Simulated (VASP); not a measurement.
**TiGe4Mo: single point with PBE**

The system is TiGe4Mo.

```
Ti Ge Mo
1.0
     2.50326   -4.36434    0.00000
     2.50326    4.36434    0.00000
     0.00000    0.00000    5.00651
Ti Ge Mo
1 4 1
Direct
  0.50000 0.50000 0.50000
  0.66167 0.33833 0.00000
  0.16167 0.83833 0.50000
  0.33833 0.66167 0.00000
  0.83833 0.16167 0.50000
  0.00000 0.00000 0.00000
```

```json
{
 "Program": "VASP 6.6.1",
 "Task": "single point",
 "Functional": "PBE",
 "Potentials or basis": "VASP PAW PBE potentials, release 64 (Ti_sv, Ge_d, Mo_sv)",
 "Cutoff": "520 eV",
 "k mesh": "4 × 4 × 4",
 "Occupations": "gaussian, width 0.1 eV",
 "Spin": "no spin polarisation"
}
```

| Property | Result |
| --- | --- |
| Pressure | -13.9 GPa |
| Largest force | 0.265 eV/Å |
| Band gap on the k mesh | zero (bands 41 and 42 overlap by 1.13 eV) |

Forces in eV/Å, atoms in the order of the input:
```
Ti   0.000  0.000  0.000
Ge   0.000  0.265  0.000
Ge   0.000  0.077  0.000
Ge   0.000 -0.265  0.000
Ge   0.000 -0.077  0.000
Mo   0.000  0.000  0.000
```

Stress tensor (GPa, compression positive):
```
-14.23   0.00   0.00
  0.00 -13.05   0.00
  0.00   0.00 -14.49
```

Levels at points of the mesh, in eV from the Fermi level:
| k point | band 38 | band 39 | band 40 | band 41 | band 42 | band 43 | band 44 | band 45 |
| --- | --- | --- | --- | --- | --- | --- | --- | --- |
| (0.00, 0.00, 0.00) | -1.14 | -1.12 | -0.76 | -0.70 | 0.94 | 1.85 | 1.99 | 2.18 |
| (0.50, 0.00, 0.00) | -1.40 | -1.36 | -1.22 | -0.29 | -0.10 | 0.98 | 1.39 | 1.71 |
| (0.50, 0.50, 0.00) | -0.76 | -0.64 | -0.01 | 0.01 | 0.31 | 0.50 | 0.97 | 1.72 |
| (0.00, 0.00, 0.50) | -1.52 | -1.02 | -0.95 | -0.72 | -0.59 | 1.37 | 1.95 | 2.68 |
| (0.50, 0.00, 0.50) | -1.21 | -0.73 | -0.46 | 0.54 | 0.65 | 1.77 | 1.89 | 2.15 |
| (0.50, 0.50, 0.50) | -1.13 | -0.27 | 0.02 | 0.04 | 0.64 | 0.74 | 0.99 | 1.45 |

Wall time 69 s on 1 thread of Intel(R) Xeon(R) 6975P-C (Granite Rapids), on a shared host, peak memory 0.29 GiB.

Caveat: the k points lie up to 0.36 Å⁻¹ apart, too coarse for converged energies and pressures of a metal.
